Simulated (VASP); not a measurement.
The system is Na3Be.

```
Na Be
1.0
    -1.98629    1.98629    4.43691
     1.98629   -1.98629    4.43691
     1.98629    1.98629   -4.43691
Na Be
3 1
Direct
  0.50000 0.50000 0.00000
  0.25000 0.75000 0.50000
  0.75000 0.25000 0.50000
  0.00000 0.00000 0.00000
```

- Program: VASP 6.6.1
- Task: relaxation of cell and atoms
- Functional: PBE
- Potentials or basis: VASP PAW PBE potentials, release 64 (Na_pv, Be)
- Cutoff: 600 eV
- k mesh: 6 × 6 × 6
- Occupations: gaussian, width 0.1 eV
- Spin: no spin polarisation

At the start: pressure 11.9 GPa; volume 17.51 Å³/atom.

Task: Where does the relaxation end?

Result: Over 13 steps the energy falls by 243.7 meV/atom and the volume is 25.71 Å³/atom (+46.8 %); space group I4/mmm (No. 139, to 0.05 Å).

The path:
| step | energy change (eV) | largest force (eV/Å) | pressure (GPa) | volume (Å³) |
| --- | --- | --- | --- | --- |
| 1 | 0.0000 | 0.0000 | 11.90 | 70.02 |
| 2 | -0.6819 | 0.0000 | 4.47 | 84.03 |
| 3 | -0.8954 | 0.0000 | 1.05 | 97.00 |
| 4 | -0.9157 | 0.0000 | 0.12 | 102.38 |
| 5 | -0.9162 | 0.0000 | -0.02 | 103.45 |
| 6 | -0.9160 | 0.0000 | -0.10 | 104.21 |
| 7 | -0.9197 | 0.0000 | -0.14 | 104.16 |
| 8 | -0.9284 | 0.0000 | -0.11 | 104.00 |
| 9 | -0.9409 | 0.0000 | -0.04 | 103.49 |
| 10 | -0.9709 | 0.0000 | 0.16 | 101.75 |
| 11 | -0.9422 | 0.0000 | 1.26 | 95.11 |
| 12 | -0.9703 | 0.0000 | 0.52 | 99.50 |
| 13 | -0.9749 | 0.0000 | -0.03 | 102.82 |

Final structure:
```cif
data_structure
_symmetry_space_group_name_H-M 'P 1'
_symmetry_Int_Tables_number 1
_cell_length_a 5.3339
_cell_length_b 5.3339
_cell_length_c 5.3339
_cell_angle_alpha 122.561
_cell_angle_beta 122.561
_cell_angle_gamma 85.619
_cell_volume 102.82
loop_
_atom_site_label
_atom_site_type_symbol
_atom_site_fract_x
_atom_site_fract_y
_atom_site_fract_z
_atom_site_occupancy
Na1 Na 0.50000 0.50000 0.00000 1
Na2 Na 0.25000 0.75000 0.50000 1
Na3 Na 0.75000 0.25000 0.50000 1
Be1 Be 0.00000 0.00000 0.00000 1
```

Caveat: the k points lie up to 0.29 Å⁻¹ apart in the final cell; the volume moved by over 15 % at a fixed basis, so the end points are rough.
